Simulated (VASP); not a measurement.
Write the native input for VASP 6.6.1 that does the following.

| Item | Value |
| --- | --- |
| Task | single point |
| Functional | PBE |
| Potentials or basis | VASP PAW PBE potentials, release 64 (Ti_sv, Si) |
| Cutoff | 520 eV |
| k mesh | 12 × 12 × 12 |
| Occupations | gaussian, width 0.15 eV |
| Spin | no spin polarisation |
| Dipole correction | no |
| Further INCAR settings | ALGO = Fast; EDIFF = 1e-06; NBANDS = 41 |

The structure of Ti5Si lies in POSCAR:

```
Ti5Si
1.0
    2.3980333910      1.3845052238      4.2164409457
   -2.3980333910      1.3845052238      4.2164409457
    0.0000000000     -2.7690104477      4.2164409457
Ti Si
5 1
Direct
    0.1513621527      0.1513621527      0.1513621527
    0.6045557547      0.3954442453      0.0000000000
    0.0000000000      0.6045557547      0.3954442453
    0.8486378473      0.8486378473      0.8486378473
    0.3954442453      1.0000000000      0.6045557547
    0.5000000000      0.5000000000      0.5000000000
```

This cell differs from its parent crystal: strain -0.050 along x and y, -0.050 along z.

One way to write it, as run:

INCAR

```
SYSTEM = Ti5Si
PREC = Accurate
ENCUT = 520
EDIFF = 1E-6
ISMEAR = 0
SIGMA = 0.15
LREAL = .FALSE.
LASPH = .TRUE.
NELM = 60
ALGO = Fast
ISIF = 2
LWAVE = .FALSE.
LCHARG = .TRUE.
GGA = PE
LELF = .TRUE.
LVHAR = .TRUE.
NBANDS = 41
```

KPOINTS

```
regular mesh
0
G
  12 12 12
  0 0 0
```

Potentials or basis: VASP PAW PBE potentials, release 64 (Ti_sv, Si).

Launch:

```bash
$ cat potpaw_PBE.64/Ti_sv/POTCAR potpaw_PBE.64/Si/POTCAR > POTCAR
$ mpirun -np 1 vasp_std > vasp.out
```

Results of the run:

The pressure is 24.8 GPa and the largest force is 0.311 eV/Å. The band gap on the k mesh is zero (bands 32 and 33 overlap by 0.60 eV).

Caveat: the cell differs from its parent crystal (strain -0.050 along x and y, -0.050 along z); the cell stands under pressure.

It took 59 min on 1 thread of Oxide Virtual Turin-like Processor (shared host), peak memory 0.56 GiB.
